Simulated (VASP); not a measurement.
A run of VASP 6.6.1 is set up as follows.

Contents of POSCAR:

```
Ca
1.0
    0.0000000000      2.7164924535      2.7164924535
    2.7164924535      0.0000000000      2.7164924535
    2.7164924535      2.7164924535      0.0000000000
Ca
1
Direct
    0.0000000000      0.0000000000      0.0000000000
```

INCAR.step1

```
SYSTEM = Ca
PREC = Accurate
ENCUT = 520
ISMEAR = -1
SIGMA = 0.1
LREAL = .False.
LASPH = .True.
NELM = 60
NBANDS = 11
GGA = PE
ALGO = Normal
EDIFF = 1E-4
LWAVE = .True.
LCHARG = .False.
```

The input INCAR.step2:

```
SYSTEM = Ca
PREC = Accurate
ENCUT = 520
EDIFF = 1E-7
ISMEAR = -1
SIGMA = 0.1
LREAL = .False.
LASPH = .True.
NELM = 60
ALGO = Normal
ISIF = 2
LWAVE = .False.
LCHARG = .True.
METAGGA = R2SCAN
LMIXTAU = .True.
LELF = .True.
LVHAR = .True.
NBANDS = 11
ISTART = 1
```

Contents of KPOINTS:

```
regular mesh
0
Gamma
  11 11 11
  0 0 0
```

Potentials or basis: VASP PAW PBE potentials, release 64 (Ca_sv).

The run is started by

```sh
$ cat potpaw_PBE.64/Ca_sv/POTCAR > POTCAR
$ cp INCAR.step1 INCAR
$ mpirun -np 1 vasp_std > vasp.out
$ cp INCAR.step2 INCAR
$ mpirun -np 1 vasp_std > vasp.out
```

What does it give for the pressure?

1.6 GPa.

What does it give for the band gap on the k mesh?

Zero (bands 5 and 6 overlap by 0.34 eV).

Caveat: the PAW data sets were made with another functional, which shifts forces and pressure a little.
